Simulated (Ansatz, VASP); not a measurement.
**Si3Ge in VASP and in Ansatz**

POSCAR

```
Si3Ge
1.0
    3.8880966193      0.0000000000      0.0000000000
    0.0000000000      3.8880966193      0.0000000000
    0.0000000000      0.0000000000      5.4836775956
Si Ge
3 1
Direct
    0.5000000000      0.0000000000      0.7548774917
    0.5000000000      0.5000000000      0.0000000000
    0.0000000000      0.5000000000      0.2451225083
    0.0000000000      0.0000000000      0.5000000000
```

INCAR.step1

```
SYSTEM = Si3Ge
PREC = Accurate
ENCUT = 520
ISMEAR = 0
SIGMA = 0.01
LREAL = .FALSE.
LASPH = .TRUE.
NELM = 60
NBANDS = 21
GGA = PE
ALGO = Normal
EDIFF = 1E-4
LWAVE = .TRUE.
LCHARG = .FALSE.
```

File INCAR.step2:

```
SYSTEM = Si3Ge
PREC = Accurate
ENCUT = 520
EDIFF = 1E-7
ISMEAR = 0
SIGMA = 0.01
LREAL = .FALSE.
LASPH = .TRUE.
NELM = 60
ALGO = Normal
ISIF = 2
LWAVE = .FALSE.
LCHARG = .TRUE.
METAGGA = R2SCAN
LMIXTAU = .TRUE.
LELF = .TRUE.
LVHAR = .TRUE.
NBANDS = 21
ISTART = 1
```

KPOINTS

```
regular mesh
0
G
  6 6 4
  0 0 0
```

Input for Ansatz:

```yaml
crystal:
  lattice:
    - [3.8880966193, 0.0, 0.0]
    - [0.0, 3.8880966193, 0.0]
    - [0.0, 0.0, 5.4836775956]
  atoms:
    - { symbol: Si, position: [0.5, 0.0, 0.7548774917] }
    - { symbol: Si, position: [0.5, 0.5, 0.0] }
    - { symbol: Si, position: [0.0, 0.5, 0.2451225083] }
    - { symbol: Ge, position: [0.0, 0.0, 0.5] }
kpoints:
  mp_grid: { grid: [6, 6, 4] }
hamiltonian:
  xc: r2scan
scf:
  occupations: { method: fixed }
output:
  optics: { e_range: [0, 12], de: 0.05, sigma: 0.1, bands: auto }
```

Alike in both runs: task single point; functional r2SCAN; k mesh 6 × 6 × 4; no spin polarisation.

```csv
,VASP,Ansatz
version,VASP 6.6.1,Ansatz 0.2.0
potentials or method,"VASP PAW PBE potentials, release 64 (Si, Ge_d)","plane waves, PAW"
plane-wave cutoff (eV),520,500
occupations,"gaussian, width 0.01 eV",fixed
valence electrons in the cell,26,26
```

VASP gave:

| Quantity | Value |
| --- | --- |
| gap on the k mesh at the Fermi level (eV) | 0.58 |

Task: Estimate Ansatz's values.

Result: gap on the k mesh at the Fermi level (eV): 0.57.

VASP's potentials were made for PBE, not for r2SCAN.
